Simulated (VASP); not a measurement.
Write the native input for VASP 6.6.1 that does the following.

| Item | Value |
| --- | --- |
| Task | single point |
| Functional | LDA |
| Potentials or basis | VASP PAW LDA potentials, release 64 (Ni) |
| Cutoff | 520 eV |
| k mesh | 26 × 26 × 26 |
| Occupations | fermi-dirac, width 0.05 eV |
| Spin | collinear spin, ferromagnetic start |
| Starting moments | [0.607] μB |
| Dipole correction | no |
| Further INCAR settings | ALGO = Normal; EDIFF = 1e-07; NBANDS = 15 |

The structure of Ni lies in POSCAR:

```
Ni
1.0
    0.0000000000      1.7124646296      1.7124646296
    1.7124646296      0.0000000000      1.7124646296
    1.7124646296      1.7124646296      0.0000000000
Ni
1
Direct
    0.0000000000      0.0000000000      0.0000000000
```

These files were run (other wordings do the same):

INCAR

```
PREC = Accurate
ENCUT = 520
EDIFF = 1E-7
ISMEAR = -1
SIGMA = 0.05
LREAL = F
LASPH = T
NELM = 150
ALGO = Normal
ISIF = 2
LWAVE = F
LCHARG = T
ISPIN = 2
MAGMOM = 0.607
LORBIT = 11
LMAXMIX = 4
GGA = CA
LELF = T
LVHAR = T
NBANDS = 15
```

KPOINTS

```
regular mesh
0
Gamma
  26 26 26
```

Potentials or basis: VASP PAW LDA potentials, release 64 (Ni).

Launch:

```console
$ cat potpaw_LDA.64/Ni/POTCAR > POTCAR
$ mpirun -np 1 vasp_std > vasp.out
```

Results of the run:

The pressure is -0.5 GPa. The net moment is 0.57 μB per cell, the site moments are Ni +0.57 μB and the valence electrons inside the program's atomic spheres are Ni 9.47.

It took 3.6 min on 1 thread of Intel Xeon 8259CL, with other jobs on the host, peak memory 0.22 GiB.
